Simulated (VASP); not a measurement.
Wanted: the native input for a VASP 6.6.1 run.

| Item | Value |
| --- | --- |
| Task | relaxation of cell and atoms |
| Functional | PBE |
| Potentials or basis | VASP PAW PBE potentials, release 64 (Yb, Sb) |
| Cutoff | 600 eV |
| k mesh | 10 × 10 × 10 |
| Occupations | gaussian, width 0.1 eV |
| Spin | no spin polarisation |
| Dipole correction | no |
| Further INCAR settings | ALGO = Normal; EDIFF = 1e-07; IBRION = 2; EDIFFG = -0.01; NSW = 100; ISIF = 3 |

The structure of YbSb3 lies in POSCAR:

```
YbSb3
1.0
    0.0000000000      3.8303180986      3.8303180986
    3.8303180986      0.0000000000      3.8303180986
    3.8303180986      3.8303180986      0.0000000000
Yb Sb
1 3
Direct
    0.5000000000      0.5000000000      0.5000000000
    0.2500000000      0.2500000000      0.2500000000
    0.7500000000      0.7500000000      0.7500000000
    0.0000000000      0.0000000000      0.0000000000
```

One way to write it, as run:

INCAR

```
SYSTEM = YbSb3
ALGO = Normal ; EDIFF = 1E-7
EDIFFG = -0.01 ; ENCUT = 600
GGA = PE ; IBRION = 2
ISIF = 3 ; ISMEAR = 0
LASPH = .True. ; LCHARG = .False.
LREAL = .False. ; LWAVE = .False.
NELM = 100 ; NSW = 100
PREC = Accurate ; SIGMA = 0.1
```

KPOINTS

```
k-points
0
Gamma
  10 10 10
  0 0 0
```

Potentials or basis: VASP PAW PBE potentials, release 64 (Yb, Sb).

Run with:

```sh
$ cat potpaw_PBE.64/Yb/POTCAR potpaw_PBE.64/Sb/POTCAR > POTCAR
$ mpirun -np 1 vasp_std > vasp.out
```

It gave:

```yaml
Relaxed_volume: 28.21 Å³/atom
Relaxed_cell: a = 5.424 Å, b = 5.424 Å, c = 5.424 Å, α = 60.00°, β = 60.00°, γ = 60.00°
Space_group_after_relaxing_to_0.05_Å: Fm-3m (No. 225)
Energy_gained_by_relaxing: 0.0 meV/atom
Ionic_steps: 4
Pressure_after_relaxing: -0.1 GPa
```

Caveat: without U or exact exchange the open f shell lies at the Fermi level, which spoils levels, moments and volumes.

Wall time 45 min on 1 thread of Intel(R) Xeon(R) Platinum 8259CL CPU @ 2.50GHz (Skylake/Cascade Lake), on a shared host, peak memory 0.48 GiB.
